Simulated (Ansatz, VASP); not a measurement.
# Ge: VASP and Ansatz over several settings

```
Ge
1.0
     0.00000    2.88439    2.88439
     2.88439    0.00000    2.88439
     2.88439    2.88439    0.00000
Ge
2
Direct
  0.75000 0.75000 0.75000
  0.50000 0.50000 0.50000
```

Single points on this cell with VASP 6.6.1 and Ansatz 0.2.0. Each row is one pair of runs. Alike in all rows: spin: off; smearing: fermi-dirac, width 0.05 eV.

```csv
level,k mesh,"VASP's potentials, cutoff","Ansatz's potentials, cutoff","gap on the k mesh at the Fermi level (eV), VASP","gap on the k mesh at the Fermi level (eV), Ansatz","pressure (GPa), VASP","pressure (GPa), Ansatz"
HSE06,4 × 4 × 4,"VASP PAW PBE potentials, release 64 (Ge_d), 520 eV","Ansatz PAW, 420 eV",0.36,0.35,-2.9,-2.8
r2SCAN,8 × 8 × 8,"VASP PAW PBE potentials, release 64 (Ge_d), 520 eV","Ansatz PAW, 500 eV",none,none,-3.0,-3.1
RPBE,8 × 8 × 8,"VASP PAW PBE potentials, release 64 (Ge_d), 520 eV","Ansatz PAW, 420 eV",none,none,1.3,1.4
revPBE+D3(BJ),8 × 8 × 8,"VASP PAW PBE potentials, release 64 (Ge_d), 520 eV","Ansatz PAW, 420 eV",none,none,-2.7,-2.6
BLYP+D4,8 × 8 × 8,"VASP PAW PBE potentials, release 64 (Ge_d), 520 eV","Ansatz PAW, 420 eV",none,none,-0.7,-0.9
r2SCAN50,4 × 4 × 4,"VASP PAW PBE potentials, release 64 (Ge_d), 520 eV","Ansatz PAW, 500 eV",2.61,2.50,-6.0,-6.1
LDA,8 × 8 × 8,"VASP PAW LDA potentials, release 64 (Ge_d), 520 eV","Ansatz PAW, 420 eV",none,none,-4.5,-4.6
RPBE+D4,8 × 8 × 8,"VASP PAW PBE potentials, release 64 (Ge_d), 520 eV","Ansatz PAW, 420 eV",none,none,-2.9,-2.8
```

Gap on the k mesh at the fermi level (eV): the two programs differ by at most 0.107; pressure (GPa): the two programs differ by at most 0.19.

A gap of «none» marks a metal or a gap that the smearing closes.

The k mesh is coarse in some rows, so the values compare programs but aren't converged.
